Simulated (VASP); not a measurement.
Input of a VASP 6.6.1 run:

The input POSCAR:

```
RbBr
1.0
    0.0000000000      3.4617342279      3.4617342279
    3.4617342279      0.0000000000      3.4617342279
    3.4617342279      3.4617342279      0.0000000000
Rb Br
1 1
Direct
    0.0000000000      0.0000000000      0.0000000000
    0.5000000000      0.5000000000      0.5000000000
```

File INCAR.step1:

```
SYSTEM = RbBr
PREC = Accurate
ENCUT = 520
ISMEAR = 0
SIGMA = 0.01
LREAL = .False.
LASPH = .True.
NELM = 60
NBANDS = 15
GGA = PE
ALGO = Normal
EDIFF = 1E-4
LWAVE = .True.
LCHARG = .False.
```

File INCAR.step2:

```
SYSTEM = RbBr
PREC = Accurate
ENCUT = 520
EDIFF = 1E-7
ISMEAR = 0
SIGMA = 0.01
LREAL = .False.
LASPH = .True.
NELM = 60
ALGO = Normal
ISIF = 2
LWAVE = .False.
LCHARG = .True.
METAGGA = R2SCAN
LMIXTAU = .True.
LELF = .True.
LVHAR = .True.
NBANDS = 15
ISTART = 1
```

Contents of KPOINTS:

```
Automatic mesh
0
Gamma
  6 6 6
  0 0 0
```

Potentials or basis: VASP PAW PBE potentials, release 64 (Rb_sv, Br).

Launch:

```sh
$ cat potpaw_PBE.64/Rb_sv/POTCAR potpaw_PBE.64/Br/POTCAR > POTCAR
$ cp INCAR.step1 INCAR
$ mpirun -np 1 vasp_std > vasp.out
$ cp INCAR.step2 INCAR
$ mpirun -np 1 vasp_std > vasp.out
```

Q: Estimate the pressure.

A: 0.0 GPa.

Q: Estimate the band gap on the k mesh.

A: 4.89 eV, direct.

Caveat: the PAW data sets were made with another functional, which shifts forces and pressure a little. r2SCAN opens gaps a little over a GGA but as a rule still falls short of measured ones.
